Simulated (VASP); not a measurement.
# Ca: single point with PBE

The system is Ca.

```
CELL_PARAMETERS angstrom
3.94000 0.00000 0.00000
-1.97000 3.41214 0.00000
0.00000 0.00000 6.52300
ATOMIC_POSITIONS crystal
Ca 0.00000 0.00000 0.00000
```

```
Program                : VASP 6.6.1
Task                   : single point
Functional             : PBE
Potentials or basis    : VASP PAW PBE potentials, release 64 (Ca_sv)
Cutoff                 : 400 eV
k mesh                 : 9 × 9 × 4
Occupations            : gaussian, width 0.1 eV
Spin                   : no spin polarisation
Dipole correction      : no
Further INCAR settings : ALGO = Normal; EDIFF = 1e-06; NBANDS = 11
```

| Property | Result |
| --- | --- |
| Pressure | -0.6 GPa |
| Band gap on the k mesh | zero (band 5 reaches 0.21 eV, above the bottom of band 6 at -0.74 eV) |

Stress tensor (GPa, compression positive):
```
-0.54  0.00  0.00
 0.00 -0.54  0.00
 0.00  0.00 -0.71
```

Levels at points of the mesh, in eV from the Fermi level:
```tsv
k point	band 1	band 2	band 3	band 4	band 5	band 6	band 7	band 8	band 9	band 10
(0.00, 0.00, 0.00)	-42.83	-23.91	-23.69	-23.69	-3.01	0.58	0.99	1.96	1.96	2.83
(0.00, 0.00, 0.50)	-42.83	-23.91	-23.69	-23.69	-2.80	-0.48	1.50	1.96	1.96	2.82
```

Run time: 32 s on 1 thread of Intel Xeon 8259CL, on a shared host, peak memory 0.18 GiB.
